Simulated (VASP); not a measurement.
# As (R-3m) in VASP: a series of runs

As is run at these levels: LDA; tasks: electric field gradients.

Program: VASP 6.6.1. These are calculated values, not measurements. Logs are shortened: lines on timing, memory, paths and dates and some standing lists are left out, and cuts for length are marked.

## 1. The cell of the first run

Symmetry: R-3m, No. 166, trigonal system. Conventional cell: a = 3.835 Å, b = 3.835 Å, c = 10.457 Å, α = 90.00°, β = 90.00°, γ = 120.00°. Within 3.4 Å of As (site symmetry 3m) lie 6 As at 2.55 to 3.13 Å.

## 2. Electric field gradients, LDA (equal xx and yy strain of +2 %)

File INCAR:

```
SYSTEM = As
PREC = Accurate
ENCUT = 520
EDIFF = 1E-8
ISMEAR = -1
SIGMA = 0.05
LREAL = .FALSE.
LASPH = .TRUE.
NELM = 60
ALGO = Normal
ISIF = 2
LWAVE = .FALSE.
LCHARG = .FALSE.
LEFG = .TRUE.
NBANDS = 12
```

File KPOINTS:

```
Automatic mesh
0
G
  13 13 13
  0 0 0
```

File POSCAR:

```
As
1.0
    1.9173444466      1.1069793324      3.4857700000
   -1.9173444466      1.1069793324      3.4857700000
    0.0000000000     -2.2139586648      3.4857700000
As
2
Direct
    0.2275400000      0.2275400000      0.2275400000
    0.7724600000      0.7724600000      0.7724600000
```

Potentials or basis: VASP PAW LDA potentials, release 64 (As).

Started as:

```console
> cat potpaw_LDA.64/As/POTCAR > POTCAR
> mpirun -np 1 vasp_std > vasp.out
```

OUTCAR:

```text
SYSTEM = As
   PREC = Accurate
   ENCUT = 520
   EDIFF = 1E-8
   ISMEAR = -1
   LREAL = .FALSE.
   LASPH = .TRUE.
   NELM = 60
   ISIF = 2

 ion  position               nearest neighbor table
   1  0.228  0.228  0.228-   2 2.55   2 2.55   2 2.55
   2  0.772  0.772  0.772-   1 2.55   1 2.55   1 2.55

  LATTYP: Found a trigonal (rhomboedric) cell.
 ALAT       =     4.1294316149
 COS(alpha) =     0.5688288257

  Lattice vectors:

 A1 = (   1.9173444466,   1.1069793324,   3.4857700000)
 A2 = (  -1.9173444466,   1.1069793324,   3.4857700000)
 A3 = (   0.0000000000,  -2.2139586648,   3.4857700000)

Analysis of symmetry for initial positions (statically):
=====================================================================
 Subroutine PRICEL returns:
 Original cell was already a primitive cell.

 Routine SETGRP: Setting up the symmetry group for a
 trigonal (rhombohedral) supercell.

 Subroutine GETGRP returns: Found 12 space group operations
 (whereof 12 operations were pure point group operations)
 out of a pool of 12 trial point group operations.

The static configuration has the point symmetry D_3d.

Analysis of symmetry for dynamics (positions and initial velocities):
=====================================================================
 Subroutine PRICEL returns:
 Original cell was already a primitive cell.

 Routine SETGRP: Setting up the symmetry group for a
 trigonal (rhombohedral) supercell.

 Subroutine GETGRP returns: Found 12 space group operations
 (whereof 12 operations were pure point group operations)
 out of a pool of 12 trial point group operations.

The dynamic configuration has the point symmetry D_3d.

 Subroutine INISYM returns: Found 12 space group operations
 (whereof 12 operations are pure point group operations),
 and found     1 'primitive' translations

----------------------------------------------------------------------------------------

                                     Primitive cell

  volume of cell :      44.3905

  direct lattice vectors                    reciprocal lattice vectors
     1.917344447  1.106979332  3.485770000     0.260777348  0.150559872  0.095626887
    -1.917344447  1.106979332  3.485770000    -0.260777348  0.150559872  0.095626887
     0.000000000 -2.213958665  3.485770000     0.000000000 -0.301119744  0.095626887

  length of vectors
[... 133 lines left out ...]
 fundamental gap:      0.1765458507
 Fermi energy:         5.0640008348

 k-point     1 :       0.0000    0.0000    0.0000
  band No.  band energies     occupation
      1      -9.6345      2.00000
      2      -0.9014      2.00000
      3       2.8336      2.00000
      4       3.0903      2.00000
      5       3.0903      2.00000
      6       6.8113      0.00000
      7       7.9544      0.00000
      8       7.9544      0.00000
      9      11.7965      0.00000
     10      11.7965      0.00000
     11      12.2203      0.00000
     12      13.7474      0.00000
[... 331 lines left out ...]
 k-point    24 :       0.4615    0.1538    0.0000
  band No.  band energies     occupation
      1      -7.4533      2.00000
      2      -5.0516      2.00000
      3       1.0923      2.00000
      4       1.8817      2.00000
      5       3.3003      2.00000
      6       6.6733      0.00000
      7       6.9204      0.00000
      8       7.9387      0.00000
      9      11.5584      0.00000
     10      14.9695      0.00000
     11      15.2599      0.00000
     12      16.6811      0.00000

 [... further k-points ...]

------------------------ aborting loop because EDIFF is reached ----------------------------------------

  FORCE on cell =-STRESS in cart. coord.  units (eV):
  Direction    XX          YY          ZZ          XY          YZ          ZX
  --------------------------------------------------------------------------------------
  -------------------------------------------------------------------------------------
  Total       -1.2726609     -1.2726609     -0.9811727      0.0000000     -0.0000000      0.0000000
  in kB      -45.9339343    -45.9339343    -35.4132996      0.0000000     -0.0000000      0.0000000
  external PRESSURE =     -42.4270560 kB  Pullay stress =       0.0000000 kB

 VOLUME and BASIS-vectors are now :
 -----------------------------------------------------------------------------
  energy-cutoff  :      520.00
  volume of cell :       44.39
      direct lattice vectors                 reciprocal lattice vectors
     1.917344447  1.106979332  3.485770000     0.260777348  0.150559872  0.095626887
    -1.917344447  1.106979332  3.485770000    -0.260777348  0.150559872  0.095626887
     0.000000000 -2.213958665  3.485770000     0.000000000 -0.301119744  0.095626887

 POSITION                                       TOTAL-FORCE (eV/Angst)
 -----------------------------------------------------------------------------------
      0.00000      0.00000      2.37946         0.000000      0.000000     -0.046418
      0.00000      0.00000      8.07785         0.000000     -0.000000      0.046418
 -----------------------------------------------------------------------------------
    total drift:                               -0.000000      0.000000     -0.000000

  FREE ENERGIE OF THE ION-ELECTRON SYSTEM (eV)
  ---------------------------------------------------
  free  energy   TOTEN  =       -10.7383611493 eV

  energy  without entropy=      -10.7374456378  energy(sigma->0) =      -10.73790339

 Electric field gradients (V/A^2)
---------------------------------------------------------------------
 ion       V_xx      V_yy      V_zz      V_xy      V_xz      V_yz
---------------------------------------------------------------------
   1      24.120    24.120   -48.241    -0.000     0.000    -0.000
   2      24.120    24.120   -48.241    -0.000     0.000    -0.000
---------------------------------------------------------------------

 Electric field gradients after diagonalization (V/A^2)
 (convention: |V_zz| > |V_xx| > |V_yy|)
----------------------------------------------------------------------
 ion       V_xx      V_yy      V_zz     asymmetry (V_yy - V_xx)/ V_zz
----------------------------------------------------------------------
   1      24.120    24.120   -48.241       0.000
   2      24.120    24.120   -48.241       0.000
----------------------------------------------------------------------

           NMR quadrupolar parameters

 Cq : quadrupolar parameter    Cq=e*Q*V_zz/h
 eta: asymmetry parameters     (V_yy - V_xx)/ V_zz
 Q  : nuclear electric quadrupole moment in mb (millibarn)
----------------------------------------------------------------------
 ion       Cq(MHz)       eta       Q (mb)
----------------------------------------------------------------------
   1      -0.117       0.000       1.000
   2      -0.117       0.000       1.000
----------------------------------------------------------------------
```

Wall time 2 min (1 thread of Intel Xeon 8259CL, shared host); peak memory 0.23 GiB.

What came out:

```
Free energy                             : -10.7384 eV
Pressure                                : -4.2 GPa
Largest force                           : 0.046 eV/Å
Band gap on the k mesh                  : zero (bands 5 and 6 overlap by 0.22 eV)
Largest electric field gradient by atom : As -48.2 V/Å²
```

Forces on the atoms (eV/Å):
```
As   0.000  0.000 -0.046
As   0.000  0.000  0.046
```

Stress tensor (GPa, compression positive):
```
-4.59  0.00  0.00
 0.00 -4.59  0.00
 0.00  0.00 -3.54
```

Electric field gradients, principal values (V/Å²):
| atom | least | middle | greatest (by size) |
| --- | --- | --- | --- |
| 1 As | 24.120 | 24.120 | -48.241 |
| 2 As | 24.120 | 24.120 | -48.241 |

Caveat: the cell differs from its parent crystal (equal xx and yy strain of +2 %); the cell stands under tension; without QUAD_EFG the Cq values of the log hold for a quadrupole moment of 1 mb, not for the nuclei.

## 3. Electric field gradients, LDA (22.61 Å³/atom)

This run uses another cell than the first one, of 22.61 Å³/atom.

File INCAR:

```
PREC     = Accurate       # precision mode
ENCUT    = 520            # plane-wave cutoff, eV
EDIFF    = 1E-8           # SCF threshold, eV
ISMEAR   = -1             # smearing method
SIGMA    = 0.05           # smearing width, eV
LREAL    = F              # projectors in reciprocal space
LASPH    = T              # aspherical terms in the spheres
NELM     = 80             # most SCF steps
ALGO     = Normal         # electronic algorithm
ISIF     = 2              # what is computed and relaxed
LWAVE    = F              # write WAVECAR
LCHARG   = F              # write CHGCAR
LEFG     = T            
NBANDS   = 12             # bands
```

File KPOINTS:

```
regular mesh
0
Gamma
  13 13 13
```

File POSCAR:

```
As
1.0
    1.9166166498      1.1065591387      3.5541357880
   -1.9166166498      1.1065591387      3.5541357880
    0.0000000000     -2.2131182774      3.5541357880
As
2
Direct
    0.2275400000      0.2275400000      0.2275400000
    0.7724600000      0.7724600000      0.7724600000
```

Potentials or basis: VASP PAW LDA potentials, release 64 (As).

Started as:

```console
> cat potpaw_LDA.64/As/POTCAR > POTCAR
> mpirun -np 1 vasp_std > vasp.out
```

OUTCAR:

```text
PREC = Accurate
   ENCUT = 520
   EDIFF = 1E-8
   ISMEAR = -1
   LREAL = F
   LASPH = T
   NELM = 80
   ISIF = 2

 ion  position               nearest neighbor table
   1  0.228  0.228  0.228-   2 2.57   2 2.57   2 2.57
   2  0.772  0.772  0.772-   1 2.57   1 2.57   1 2.57

  LATTYP: Found a trigonal (rhomboedric) cell.
 ALAT       =     4.1868572592
 COS(alpha) =     0.5808936906

  Lattice vectors:

 A1 = (   1.9166166498,   1.1065591387,   3.5541357880)
 A2 = (  -1.9166166498,   1.1065591387,   3.5541357880)
 A3 = (   0.0000000000,  -2.2131182774,   3.5541357880)

Analysis of symmetry for initial positions (statically):
=====================================================================
 Subroutine PRICEL returns:
 Original cell was already a primitive cell.

 Routine SETGRP: Setting up the symmetry group for a
 trigonal (rhombohedral) supercell.

 Subroutine GETGRP returns: Found 12 space group operations
 (whereof 12 operations were pure point group operations)
 out of a pool of 12 trial point group operations.

The static configuration has the point symmetry D_3d.

Analysis of symmetry for dynamics (positions and initial velocities):
=====================================================================
 Subroutine PRICEL returns:
 Original cell was already a primitive cell.

 Routine SETGRP: Setting up the symmetry group for a
 trigonal (rhombohedral) supercell.

 Subroutine GETGRP returns: Found 12 space group operations
 (whereof 12 operations were pure point group operations)
 out of a pool of 12 trial point group operations.

The dynamic configuration has the point symmetry D_3d.

 Subroutine INISYM returns: Found 12 space group operations
 (whereof 12 operations are pure point group operations),
 and found     1 'primitive' translations

----------------------------------------------------------------------------------------

                                     Primitive cell

  volume of cell :      45.2267

  direct lattice vectors                    reciprocal lattice vectors
     1.916616650  1.106559139  3.554135788     0.260876373  0.150617044  0.093787450
    -1.916616650  1.106559139  3.554135788    -0.260876373  0.150617044  0.093787450
     0.000000000 -2.213118277  3.554135788     0.000000000 -0.301234088  0.093787450

  length of vectors
     4.186857259  4.186857259  4.186857259     0.315496532  0.315496532  0.315496532

  position of ions in fractional coordinates (direct lattice)
     0.227540000  0.227540000  0.227540000
     0.772460000  0.772460000  0.772460000

  ion indices of the primitive-cell ions
   primitive index   ion index
                 1           1
                 2           2

----------------------------------------------------------------------------------------

 KPOINTS: regular mesh

Automatic generation of k-mesh.
 Grid dimensions read from file:
 generate k-points for:   13   13   13

[... 79 lines left out ...]
   EFERMI_NEDOS =   21; number of points for ismear=-14 and -15
   IALGO  =     38    algorithm
   IMIX   =      4    mixing-type and parameters
     AMIX     =   0.40;   BMIX     =  1.00
     AMIX_MAG =   1.60;   BMIX_MAG =  1.00
  volume/ion in A,a.u.               =      22.61       152.60
  Fermi-wavevector in a.u.,A,eV,Ry     =   0.989942  1.870719 13.333509  0.979985
  Thomas-Fermi vector in A             =   2.121577
   LORBIT       =      0    0 simple, 1 ext, 2 COOP (PROOUT), +10 PAW based schemes
   GGA     = CA    functional components
   LHFCALC =     F    Hartree Fock is set to
   AEXX    =    0.0000 exact exchange contribution
   IVDW    =     0    specifies the selected vdW correction
   LEPSILON=     F    determine dielectric tensor
   LRPA    =     F    only Hartree local field effects (RPA)
 non-spin polarized calculation
  energy-cutoff  :      520.00
  volume of cell :       45.23
 maximum number of plane-waves:      1237
   NGX = 15   NGY = 15   NGZ = 15

 number of electron      10.0000000 magnetization

 Free energy of the ion-electron system (eV)
  ---------------------------------------------------
  ext. energy  EPLUGINS =         0.00000000
  ---------------------------------------------------
  free energy    TOTEN  =       -10.71650886 eV

  energy without entropy =      -10.71552605  energy(sigma->0) =      -10.71601745

 E-fermi :   4.8976     XC(G=0):  -9.9608

 val. band max:        4.8465311521   @ k =   0.4615   0.0769   0.0769
 cond. band min:       4.9628381806   @ k =   0.3846   0.1538   0.1538
 fundamental gap:      0.1163070286
 Fermi energy:         4.8976018938

 k-point     1 :       0.0000    0.0000    0.0000
  band No.  band energies     occupation
      1      -9.6913      2.00000
      2      -1.2363      2.00000
      3       2.5420      2.00000
      4       3.0088      2.00000
      5       3.0088      2.00000
      6       6.6087      0.00000
      7       7.7150      0.00000
      8       7.7150      0.00000
      9      11.7043      0.00000
     10      11.7043      0.00000
     11      12.0103      0.00000
     12      13.5128      0.00000
[... 331 lines left out ...]
 k-point    24 :       0.4615    0.1538    0.0000
  band No.  band energies     occupation
      1      -7.5463      2.00000
      2      -5.1675      2.00000
      3       0.9770      2.00000
      4       1.6463      2.00000
      5       3.1419      2.00000
      6       6.4344      0.00000
      7       6.6639      0.00000
      8       7.6821      0.00000
      9      11.4674      0.00000
     10      14.4725      0.00000
     11      14.8973      0.00000
     12      16.5873      0.00000

 [... further k-points ...]

------------------------ aborting loop because EDIFF is reached ----------------------------------------

  FORCE on cell =-STRESS in cart. coord.  units (eV):
  Direction    XX          YY          ZZ          XY          YZ          ZX
  --------------------------------------------------------------------------------------
  -------------------------------------------------------------------------------------
  Total       -1.4729027     -1.4729027     -1.3766536      0.0000000      0.0000000      0.0000000
  in kB      -52.1782489    -52.1782489    -48.7685788      0.0000000      0.0000000      0.0000000
  external PRESSURE =     -51.0416922 kB  Pullay stress =       0.0000000 kB

 VOLUME and BASIS-vectors are now :
 -----------------------------------------------------------------------------
  energy-cutoff  :      520.00
  volume of cell :       45.23
      direct lattice vectors                 reciprocal lattice vectors
     1.916616650  1.106559139  3.554135788     0.260876373  0.150617044  0.093787450
    -1.916616650  1.106559139  3.554135788    -0.260876373  0.150617044  0.093787450
     0.000000000 -2.213118277  3.554135788     0.000000000 -0.301234088  0.093787450

 POSITION                                       TOTAL-FORCE (eV/Angst)
 -----------------------------------------------------------------------------------
      0.00000      0.00000      2.42612         0.000000     -0.000000     -0.222767
      0.00000      0.00000      8.23628         0.000000      0.000000      0.222767
 -----------------------------------------------------------------------------------
    total drift:                               -0.000000      0.000000     -0.000000

  FREE ENERGIE OF THE ION-ELECTRON SYSTEM (eV)
  ---------------------------------------------------
  free  energy   TOTEN  =       -10.7165088552 eV

  energy  without entropy=      -10.7155260491  energy(sigma->0) =      -10.71601745

 Electric field gradients (V/A^2)
---------------------------------------------------------------------
 ion       V_xx      V_yy      V_zz      V_xy      V_xz      V_yz
---------------------------------------------------------------------
   1      22.558    22.558   -45.116    -0.000     0.000    -0.000
   2      22.558    22.558   -45.116    -0.000     0.000    -0.000
---------------------------------------------------------------------

 Electric field gradients after diagonalization (V/A^2)
 (convention: |V_zz| > |V_xx| > |V_yy|)
----------------------------------------------------------------------
 ion       V_xx      V_yy      V_zz     asymmetry (V_yy - V_xx)/ V_zz
----------------------------------------------------------------------
   1      22.558    22.558   -45.116       0.000
   2      22.558    22.558   -45.116       0.000
----------------------------------------------------------------------

           NMR quadrupolar parameters

 Cq : quadrupolar parameter    Cq=e*Q*V_zz/h
 eta: asymmetry parameters     (V_yy - V_xx)/ V_zz
 Q  : nuclear electric quadrupole moment in mb (millibarn)
----------------------------------------------------------------------
 ion       Cq(MHz)       eta       Q (mb)
----------------------------------------------------------------------
   1      -0.109       0.000       1.000
   2      -0.109       0.000       1.000
----------------------------------------------------------------------
```

Run time: 96 s. Hardware: 1 thread of Intel Xeon 8259CL, shared host; peak memory 0.23 GiB.

Results:

| Quantity | Value |
| --- | --- |
| Free energy | -10.7165 eV |
| Pressure | -5.1 GPa |
| Largest force | 0.223 eV/Å |
| Band gap on the k mesh | zero (bands 5 and 6 overlap by 0.32 eV) |
| Largest electric field gradient by atom | As -45.1 V/Å² |

Forces in eV/Å, atoms in the order of the input:
```
As   0.000  0.000 -0.223
As   0.000  0.000  0.223
```

Levels at points of the mesh, in eV from the Fermi level:
```tsv
k point	band 2	band 3	band 4	band 5	band 6	band 7	band 8	band 9
(0.00, 0.00, 0.00)	-6.13	-2.36	-1.89	-1.89	1.71	2.82	2.82	6.81
```

Electric field gradients, principal values (V/Å²):
| atom | least | middle | greatest (by size) |
| --- | --- | --- | --- |
| 1 As | 22.558 | 22.558 | -45.116 |
| 2 As | 22.558 | 22.558 | -45.116 |

Caveat: the cell stands under tension; without QUAD_EFG the Cq values of the log hold for a quadrupole moment of 1 mb, not for the nuclei.

The gap in the log of VASP goes by the Fermi energy; the results here count the filled bands.